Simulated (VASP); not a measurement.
Wanted: the native input for a VASP 6.6.1 run.

- Task: single point
- Functional: r2SCAN
- Potentials or basis: VASP PAW PBE potentials, release 64 (Sn_d, O_h)
- Cutoff: 1480 eV
- k mesh: 6 × 6 × 6
- Occupations: gaussian, width 0.1 eV
- Spin: no spin polarisation
- Dipole correction: no
- Further INCAR settings: ALGO = Normal; EDIFF = 1e-06; NBANDS = 20

Crystal: SnO2.

```
Sn O
1.0
     0.00000    2.53368    2.53368
     2.53368    0.00000    2.53368
     2.53368    2.53368    0.00000
Sn O
1 2
Cartesian
  0.0000 0.0000 0.0000
  1.2668 1.2668 1.2668
  3.8005 3.8005 3.8005
```

These files were run (other wordings do the same):

POSCAR

```
SnO2
1.0
    0.0000000000      2.5336843050      2.5336843050
    2.5336843050      0.0000000000      2.5336843050
    2.5336843050      2.5336843050      0.0000000000
Sn O
1 2
Direct
    0.0000000000      0.0000000000      0.0000000000
    0.2500000000      0.2500000000      0.2500000000
    0.7500000000      0.7500000000      0.7500000000
```

INCAR.step1

```
SYSTEM = SnO2
ALGO = Normal
EDIFF = 1E-5
ENCUT = 1480
GGA = PE
GGA_COMPAT = .FALSE.
ISMEAR = 0
LASPH = .TRUE.
LCHARG = .FALSE.
LREAL = .FALSE.
LWAVE = .TRUE.
NBANDS = 20
NELM = 120
PREC = Accurate
SIGMA = 0.1
```

INCAR.step2

```
SYSTEM = SnO2
ALGO = Normal
EDIFF = 1E-6
ENCUT = 1480
GGA_COMPAT = .FALSE.
ISIF = 2
ISMEAR = 0
ISTART = 1
LASPH = .TRUE.
LCHARG = .TRUE.
LELF = .TRUE.
LMIXTAU = .TRUE.
LREAL = .FALSE.
LVHAR = .TRUE.
LWAVE = .FALSE.
METAGGA = R2SCAN
NBANDS = 20
NELM = 120
PREC = Accurate
SIGMA = 0.1
```

KPOINTS

```
k-points
0
G
  6 6 6
  0 0 0
```

Potentials or basis: VASP PAW PBE potentials, release 64 (Sn_d, O_h).

Launch:

```console
$ cat potpaw_PBE.64/Sn_d/POTCAR potpaw_PBE.64/O_h/POTCAR > POTCAR
$ cp INCAR.step1 INCAR
$ mpirun -np 1 vasp_std > vasp.out
$ cp INCAR.step2 INCAR
$ mpirun -np 1 vasp_std > vasp.out
```

Results of the run:

```json
{
  "Pressure": "1.1 GPa",
  "Band gap on the k mesh": "0.88 eV (least direct gap 2.29 eV)"
}
```

Caveat: the PAW data sets were made with another functional, which shifts forces and pressure a little; spin-orbit coupling is left out, which moves the levels of the heavy elements.

It took 2.1 min on 1 thread of Intel(R) Xeon(R) Platinum 8488C (Sapphire Rapids) (shared host), peak memory 0.39 GiB.
